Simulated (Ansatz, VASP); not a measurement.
## One calculation of AlNi, two programs

```xyz
2
Lattice="2.8931 0.0000 0.0000 0.0000 2.8931 0.0000 0.0000 0.0000 2.8931" Properties=species:S:1:pos:R:3 pbc="T T T"
Al    0.0045    0.0188    0.0294
Ni    1.4421    1.4277    1.4172
```

Change from the starting cell: all atoms moved at random, sigma 0.05 Å a component; relaxed back.

Alike in both runs: task relaxation of cell and atoms; functional PBE; k mesh 12 × 12 × 12; occupations gaussian, width 0.15 eV; no spin polarisation.

|  | VASP | Ansatz |
| --- | --- | --- |
| version | VASP 6.6.1 | Ansatz 0.2.0 |
| potentials or method | VASP PAW PBE potentials, release 64 (Al, Ni), cutoff 600 eV | scalar-relativistic, plane waves, PAW |
| valence electrons in the cell | 13 | 21 |

```csv
,VASP,Ansatz,Ansatz less VASP
"gap on the k mesh at the Fermi level, each at its own relaxed structure (eV)",none,none,-
relaxed volume (Å³/atom),12.11,12.11,-0.003
relaxed cell length with the largest relative difference (Å),2.895,2.894,-0.0008
```

A gap of «none» marks a metal or a gap that the smearing closes. VASP's potentials hold 13 valence electrons a cell and Ansatz's 21, so a difference there can come from the potentials and not from the codes.
